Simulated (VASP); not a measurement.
# Mg: single point with PBE

Mg:

```xyz
1
Lattice="-1.7852 1.7852 1.6581 1.7852 -1.7852 1.6581 1.7852 1.7852 -1.6581" Properties=species:S:1:pos:R:3 pbc="T T T"
Mg    0.0000    0.0000    0.0000
```

This cell differs from its parent crystal: volume 21.138 Å^3 an atom, c/a of the conventional cell 0.9288.

```json
{
 "Program": "VASP 6.6.1",
 "Task": "single point",
 "Functional": "PBE",
 "Potentials or basis": "VASP PAW PBE potentials, release 64 (Mg)",
 "Cutoff": "520 eV",
 "k mesh": "20 × 20 × 20",
 "Occupations": "gaussian, width 0.15 eV",
 "Spin": "no spin polarisation",
 "Dipole correction": "no",
 "Further INCAR settings": "ALGO = Fast; EDIFF = 1e-06; NBANDS = 7"
}
```

```json
{
 "Pressure": "3.3 GPa",
 "Band gap on the k mesh": "zero (band 1 reaches 6.62 eV, above the bottom of band 2 at 1.84 eV)"
}
```

Stress tensor (GPa, compression positive):
```
3.22 0.00 0.00
0.00 3.22 0.00
0.00 0.00 3.59
```

Levels at points of the mesh, in eV from the Fermi level:
```
           k point  band 1  band 2  band 3  band 4  band 5
(0.00, 0.00, 0.00)   -7.34   12.55   14.15   14.15   14.80
(0.50, 0.00, 0.00)   -1.51   -0.73    8.48    9.56   10.27
(0.50, 0.50, 0.00)   -1.86   -1.28    9.87   10.91   11.76
(0.50, 0.50, 0.50)    3.49    3.49    3.62    4.21    5.36
```

It took 16 s on 1 thread of Intel(R) Xeon(R) 6975P-C (Granite Rapids), with other jobs on the host, peak memory 0.21 GiB.
